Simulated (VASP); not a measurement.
# TaN (P3m1) in VASP: single point with r2SCAN

Aim: the single point of TaN with r2SCAN.

All numbers are computed with VASP 6.6.1; they aren't measurements. Logs are shortened: lines on timing, memory, paths and dates and some standing lists are left out, and cuts for length are marked.

**1. The cell of the first run**

Symmetry: P3m1, No. 156, trigonal system. The conventional cell has a = 2.936 Å, b = 2.936 Å, c = 8.354 Å, α = 90.00°, β = 90.00°, γ = 120.00°. Within 2.7 Å of Ta (site symmetry 3m) lie 6 N at 2.04 to 2.23 Å and 1 Ta at 2.58 Å. Within 3.0 Å of Ta (site symmetry 3m) lie 6 N at 2.23 Å and 8 Ta at 2.88 to 2.94 Å. Within 3.0 Å of Ta (site symmetry 3m) lie 6 N at 2.23 Å and 8 Ta at 2.58 to 2.94 Å. N (site symmetry 3m) has 6 Ta at 2.04 to 2.23 Å and 1 N at 2.58 Å within 2.7 Å. Within 3.0 Å of N (site symmetry 3m) lie 6 Ta at 2.23 Å and 8 N at 2.58 to 2.94 Å. N (site symmetry 3m) has 6 Ta at 2.23 Å and 8 N at 2.88 to 2.94 Å within 3.0 Å.

**2. Single point, r2SCAN (the distance across one plane changed)**

Contents of POSCAR:

```
TaN
1.0
   -1.4680771636     -2.5427842368      0.0000000000
    1.4680771636     -2.5427842368      0.0000000000
    0.0000000000      0.0000000000      8.3538556583
Ta N
3 3
Direct
    0.6666666667      0.6666666667      0.0863086983
    0.6666666667      0.6666666667      0.4316125520
    0.6666666667      0.6666666667      0.7769164058
    0.0000000000      0.0000000000      0.9495683327
    0.0000000000      0.0000000000      0.2589606251
    0.0000000000      0.0000000000      0.6042644789
```

Contents of INCAR.step1:

```
SYSTEM = TaN
PREC = Accurate
ENCUT = 520
ISMEAR = 0
SIGMA = 0.15
LREAL = .False.
LASPH = .True.
NELM = 60
NBANDS = 33
GGA = PE
ALGO = Normal
EDIFF = 1E-4
LWAVE = .True.
LCHARG = .False.
```

Contents of INCAR.step2:

```
SYSTEM = TaN
PREC = Accurate
ENCUT = 520
EDIFF = 1E-6
ISMEAR = 0
SIGMA = 0.15
LREAL = .False.
LASPH = .True.
NELM = 60
ALGO = Normal
ISIF = 2
LWAVE = .False.
LCHARG = .False.
METAGGA = R2SCAN
LMIXTAU = .True.
NBANDS = 33
ISTART = 1
```

Contents of KPOINTS:

```
Automatic mesh
0
Gamma
  23 23 7
  0 0 0
```

Potentials or basis: VASP PAW PBE potentials, release 64 (Ta_pv, N).

Started as:

```
> cat potpaw_PBE.64/Ta_pv/POTCAR potpaw_PBE.64/N/POTCAR > POTCAR
> cp INCAR.step1 INCAR
> mpirun -np 1 vasp_std > vasp.out
> cp INCAR.step2 INCAR
> mpirun -np 1 vasp_std > vasp.out
```

OUTCAR:

```text
SYSTEM = TaN
   PREC = Accurate
   ENCUT = 520
   EDIFF = 1E-6
   ISMEAR = 0
   LREAL = .False.
   LASPH = .True.
   NELM = 60
   ISIF = 2
   METAGGA = R2SCAN
   ISTART = 1

 ion  position               nearest neighbor table
   1  0.667  0.667  0.086-   4 2.04   4 2.04   4 2.04   5 2.23   5 2.23   5 2.23   3 2.58   2 2.88

   2  0.667  0.667  0.432-   5 2.23   6 2.23   5 2.23   5 2.23   6 2.23   6 2.23   1 2.88   3 2.88

   3  0.667  0.667  0.777-   4 2.23   6 2.23   4 2.23   4 2.23   6 2.23   6 2.23   1 2.58   2 2.88

   4  0.000  0.000  0.950-   1 2.04   1 2.04   1 2.04   3 2.23   3 2.23   3 2.23
   5  0.000  0.000  0.259-   1 2.23   1 2.23   1 2.23   2 2.23   2 2.23   2 2.23
   6  0.000  0.000  0.604-   2 2.23   3 2.23   2 2.23   3 2.23   2 2.23   3 2.23

  LATTYP: Found a hexagonal cell.
 ALAT       =     2.9361543272
 C/A-ratio  =     2.8451691319

  Lattice vectors:

 A1 = (  -1.4680771636,   2.5427842368,   0.0000000000)
 A2 = (  -1.4680771636,  -2.5427842368,   0.0000000000)
 A3 = (   0.0000000000,   0.0000000000,   8.3538556583)

Analysis of symmetry for initial positions (statically):
=====================================================================
 Subroutine PRICEL returns:
 Original cell was already a primitive cell.

 Routine SETGRP: Setting up the symmetry group for a
 hexagonal supercell.

 Subroutine GETGRP returns: Found  6 space group operations
 (whereof  6 operations were pure point group operations)
 out of a pool of 24 trial point group operations.

The static configuration has the point symmetry C_3v.

Analysis of symmetry for dynamics (positions and initial velocities):
=====================================================================
 Subroutine PRICEL returns:
 Original cell was already a primitive cell.

 Routine SETGRP: Setting up the symmetry group for a
 hexagonal supercell.

 Subroutine GETGRP returns: Found  6 space group operations
 (whereof  6 operations were pure point group operations)
 out of a pool of 24 trial point group operations.

The dynamic configuration has the point symmetry C_3v.

 Subroutine INISYM returns: Found  6 space group operations
 (whereof  6 operations are pure point group operations),
 and found     1 'primitive' translations

----------------------------------------------------------------------------------------

[... 102 lines left out ...]
   EDIFFG = 0.1E-04   stopping-criterion for IOM
   NSW    =      0    number of steps for IOM
   IBRION =     -1    ionic relax: 0-MD 1-quasi-New 2-CG
   NFREE  =      0    steps in history (QN), initial steepest desc. (CG)
   ISIF   =      2    stress and relaxation
   ISYM   =      2    0-nonsym 1-usesym 2-fastsym
   POTIM  = 0.5000    time-step for ionic-motion
   TEBEG  =    0.0;   TEEND  =   0.0 temperature during run
   PSTRESS=    0.0 pullay stress
   NELECT =      48.0000    total number of electrons
   NUPDOWN=      -1.0000    fix difference up-down
   EMIN   =  10.00;   EMAX   =-10.00  energy-range for DOS
   EFERMI =   0.00;   METHOD = LEGACY
   ISMEAR =     0;   SIGMA  =   0.15  broadening in eV -4-tet -1-fermi 0-gaus
   EFERMI_NEDOS =   21; number of points for ismear=-14 and -15
   IALGO  =     38    algorithm
   IMIX   =      4    mixing-type and parameters
     AMIX     =   0.40;   BMIX     =  1.00
     AMIX_MAG =   1.60;   BMIX_MAG =  1.00
  volume/ion in A,a.u.               =      10.39        70.15
  Fermi-wavevector in a.u.,A,eV,Ry     =   1.500249  2.835060 30.623289  2.250748
  Thomas-Fermi vector in A             =   2.611774
   LORBIT       =      0    0 simple, 1 ext, 2 COOP (PROOUT), +10 PAW based schemes
   METAGGA = R2SCAN    functional components
   LHFCALC =     F    Hartree Fock is set to
   AEXX    =    0.0000 exact exchange contribution
   IVDW    =     0    specifies the selected vdW correction
   LEPSILON=     F    determine dielectric tensor
   LRPA    =     F    only Hartree local field effects (RPA)
 non-spin polarized calculation
 Gauss-broadening in eV      SIGMA  =   0.15
  energy-cutoff  :      520.00
  volume of cell :       62.37
 maximum number of plane-waves:      1735
 NGX is ok and might be reduce to    24
   NGX = 11   NGY = 11   NGZ = 31

 number of electron      48.0000008 magnetization

 Free energy of the ion-electron system (eV)
  ---------------------------------------------------
  ext. energy  EPLUGINS =         0.00000000
  ---------------------------------------------------
  free energy    TOTEN  =      -180.06007142 eV

  energy without entropy =     -180.05796963  energy(sigma->0) =     -180.05902052

 E-fermi :   8.6109     XC(G=0): -14.5562

 val. band max:        8.5665007395   @ k =   0.0000   0.0000   0.2857
 cond. band min:       8.6162436960   @ k =   0.0435   0.0435   0.4286
 fundamental gap:      0.0497429565
 Fermi energy:         8.6108948875

 k-point     1 :       0.0000    0.0000    0.0000
  band No.  band energies     occupation
      1     -28.6061      2.00000
      2     -28.1246      2.00000
      3     -27.2528      2.00000
      4     -27.2528      2.00000
      5     -27.2417      2.00000
      6     -27.1672      2.00000
[... 853 lines left out ...]
     32      12.7931      0.00000
     33      12.8454      0.00000

 [... further k-points ...]

------------------------ aborting loop because EDIFF is reached ----------------------------------------

  FORCE on cell =-STRESS in cart. coord.  units (eV):
  Direction    XX          YY          ZZ          XY          YZ          ZX
  --------------------------------------------------------------------------------------
  -------------------------------------------------------------------------------------
  Total        4.6826924      4.6826924     16.4267036      0.0000000     -0.0000000      0.0000000
  in kB      120.2903689    120.2903689    421.9739550      0.0000000     -0.0000000      0.0000000
  external PRESSURE =     220.8515642 kB  Pullay stress =       0.0000000 kB

 VOLUME and BASIS-vectors are now :
 -----------------------------------------------------------------------------
  energy-cutoff  :      520.00
  volume of cell :       62.37
      direct lattice vectors                 reciprocal lattice vectors
    -1.468077164 -2.542784237  0.000000000    -0.340581553 -0.196634851  0.000000000
     1.468077164 -2.542784237  0.000000000     0.340581553 -0.196634851  0.000000000
     0.000000000  0.000000000  8.353855658     0.000000000  0.000000000  0.119705205

 POSITION                                       TOTAL-FORCE (eV/Angst)
 -----------------------------------------------------------------------------------
      0.00000     -3.39038      0.72101        -0.000000      0.000000      7.927560
      0.00000     -3.39038      3.60563         0.000000     -0.000000     -0.150704
      0.00000     -3.39038      6.49025         0.000000     -0.000000     -4.163782
      0.00000      0.00000      7.93256         0.000000      0.000000     -4.204923
      0.00000      0.00000      2.16332         0.000000      0.000000      0.491890
      0.00000      0.00000      5.04794         0.000000      0.000000      0.099959
 -----------------------------------------------------------------------------------
    total drift:                                0.000000      0.000002      0.001426

  FREE ENERGIE OF THE ION-ELECTRON SYSTEM (eV)
  ---------------------------------------------------
  free  energy   TOTEN  =      -180.0600714212 eV

  energy  without entropy=     -180.0579696283  energy(sigma->0) =     -180.05902052
```

OUTCAR.step1:

```text
SYSTEM = TaN
   PREC = Accurate
   ENCUT = 520
   ISMEAR = 0
   LREAL = .False.
   LASPH = .True.
   NELM = 60
[... 1104 lines left out ...]
      0.00000      0.00000      7.93256        -0.000000     -0.000000     -4.090240
      0.00000      0.00000      2.16332         0.000000      0.000000      0.434262
      0.00000      0.00000      5.04794         0.000000      0.000000      0.082147
 -----------------------------------------------------------------------------------
    total drift:                                0.000000      0.000000      0.005182

  FREE ENERGIE OF THE ION-ELECTRON SYSTEM (eV)
  ---------------------------------------------------
  free  energy   TOTEN  =       -66.1565231196 eV

  energy  without entropy=      -66.1537213179  energy(sigma->0) =      -66.15512222
```

OSZICAR.step1:

```text
N       E                     dE             d eps       ncg     rms          rms(c)
DAV:   1     0.443585997663E+03    0.44359E+03   -0.25810E+04 23496   0.154E+03
DAV:   2    -0.452582649108E+02   -0.48884E+03   -0.46650E+03 26598   0.459E+02
DAV:   3    -0.731993603123E+02   -0.27941E+02   -0.27416E+02 28783   0.105E+02
DAV:   4    -0.737525577676E+02   -0.55320E+00   -0.54947E+00 29126   0.146E+01
DAV:   5    -0.737657254377E+02   -0.13168E-01   -0.13152E-01 30101   0.174E+00    0.454E+01
DAV:   6    -0.663759464092E+02    0.73898E+01   -0.35289E+01 30965   0.331E+01    0.207E+01
DAV:   7    -0.662135721679E+02    0.16237E+00   -0.23617E+00 28609   0.898E+00    0.104E+01
DAV:   8    -0.661626105319E+02    0.50962E-01   -0.24851E-01 29745   0.435E+00    0.654E-01
DAV:   9    -0.661569049254E+02    0.57056E-02   -0.34260E-02 29228   0.127E+00    0.266E-01
DAV:  10    -0.661566014700E+02    0.30346E-03   -0.63381E-03 29513   0.473E-01    0.128E-01
DAV:  11    -0.661565231196E+02    0.78350E-04   -0.62883E-04 27322   0.197E-01
   1 F= -.66156523E+02 E0= -.66155122E+02  d E =-.280180E-02
```

It took 52 min on 1 thread of Oxide Virtual Turin-like, shared host; peak memory 0.6 GiB.

What came out:

```
Free energy            : -180.0601 eV
Pressure               : 22.1 GPa
Largest force          : 7.928 eV/Å
Band gap on the k mesh : zero (bands 24 and 25 overlap by 0.18 eV)
```

Forces in eV/Å, atoms in the order of the input:
```
Ta   0.000  0.000  7.928
Ta   0.000  0.000 -0.151
Ta   0.000  0.000 -4.164
N    0.000  0.000 -4.205
N    0.000  0.000  0.492
N    0.000  0.000  0.100
```

Stress tensor (GPa, compression positive):
```
12.03  0.00  0.00
 0.00 12.03  0.00
 0.00  0.00 42.20
```

Caveat: the cell differs from its parent crystal (the distance across one plane changed); the cell stands under pressure; the PAW data sets were made with another functional, which shifts forces and pressure a little; spin-orbit coupling is left out, which moves the levels of the heavy elements.
